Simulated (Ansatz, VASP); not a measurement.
## One calculation of NaCl, two programs

INCAR

```
SYSTEM = NaCl
ALGO     = Normal         ! electronic algorithm
EDIFF    = 1E-6           ! SCF threshold, eV
ENCUT    = 500            ! plane-wave cutoff, eV
GGA      = PE             ! functional
GGA_COMPAT= .False.      
ISIF     = 2              ! what is computed and relaxed
ISMEAR   = 0              ! smearing method
LASPH    = .True.         ! aspherical terms in the spheres
LCHARG   = .False.        ! write CHGCAR
LREAL    = .False.        ! projectors in reciprocal space
LWAVE    = .False.        ! write WAVECAR
NBANDS   = 14             ! bands
NELM     = 120            ! most SCF steps
PREC     = Accurate       ! precision mode
SIGMA    = 0.014          ! smearing width, eV
```

The input KPOINTS:

```
k-points
0
Gamma
  8 8 8
  0 0 0
```

File POSCAR:

```
NaCl
1.0
    3.5021900000      0.0000000000      0.0000000000
    0.0000000000      3.5021900000      0.0000000000
    0.0000000000      0.0000000000      3.5021900000
Cl Na
1 1
Direct
    0.5000000000      0.5000000000      0.5000000000
    0.0000000000      0.0000000000      0.0000000000
```

The input input.yaml:

```yaml
crystal:
  lattice:
    - [3.50219, 0.0, 0.0]
    - [0.0, 3.50219, 0.0]
    - [0.0, 0.0, 3.50219]
  atoms:
    - { symbol: Cl, position: [0.5, 0.5, 0.5] }
    - { symbol: Na, position: [0.0, 0.0, 0.0] }
kpoints:
  mp_grid: { grid: [8, 8, 8] }
scf:
  occupations: { method: gaussian, width: 0.014 }
hamiltonian:
  xc: pbe
  pseudopotentials: { kind: all_electron, lapw: { basis_error: 0.001 } }
output:
  forces: true
  stress: true
  eigenvalues: true
```

Alike in both runs: task single point; functional PBE; k mesh 8 × 8 × 8; occupations gaussian, width 0.014 eV; no spin polarisation.

|  | VASP | Ansatz |
| --- | --- | --- |
| version | VASP 6.6.1 | Ansatz 0.2.0 |
| potentials or method | VASP PAW PBE potentials, release 64 (Cl, Na_pv), cutoff 500 eV | all-electron LAPW, scalar-relativistic |

Ansatz gave:

```
gap on the k mesh at the Fermi level (eV) : 3.98
least direct gap on the mesh (eV)         : 4.47
pressure (GPa)                            : 0.1
```

Question: Which values does VASP return?

Answer: gap on the k mesh at the Fermi level (eV): 3.98; least direct gap on the mesh (eV): 4.47; pressure (GPa): 0.0.

Ansatz ran all-electron here, and VASP with PAW potentials.
